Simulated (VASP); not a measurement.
A run of VASP 6.6.1 is set up as follows.

INCAR

```
PREC = Accurate
ENCUT = 520
EDIFF = 1E-6
ISMEAR = -1
SIGMA = 0.05
LREAL = F
LASPH = T
NELM = 100
ALGO = Normal
ISIF = 2
LWAVE = F
LCHARG = T
GGA = PE
LELF = T
LVHAR = T
NBANDS = 12
```

The input KPOINTS:

```
regular mesh
0
Gamma
  15 15 15
```

Contents of POSCAR:

```
P
1.0
    1.7406625283     -1.0049719793      3.0685068845
    0.0000000000      2.0099439586      3.0685068845
   -1.7406625283     -1.0049719793      3.0685068845
P
2
Direct
    0.2293462223      0.2293462223      0.2293462223
   -0.2293462223     -0.2293462223     -0.2293462223
```

Potentials or basis: VASP PAW PBE potentials, release 64 (P).

Command:

```console
$ cat potpaw_PBE.64/P/POTCAR > POTCAR
$ mpirun -np 1 vasp_std > vasp.out
```

(1) Predict the pressure.

(2) Predict the largest force.

Answers

(1) -0.3 GPa.

(2) 0.045 eV/Å.
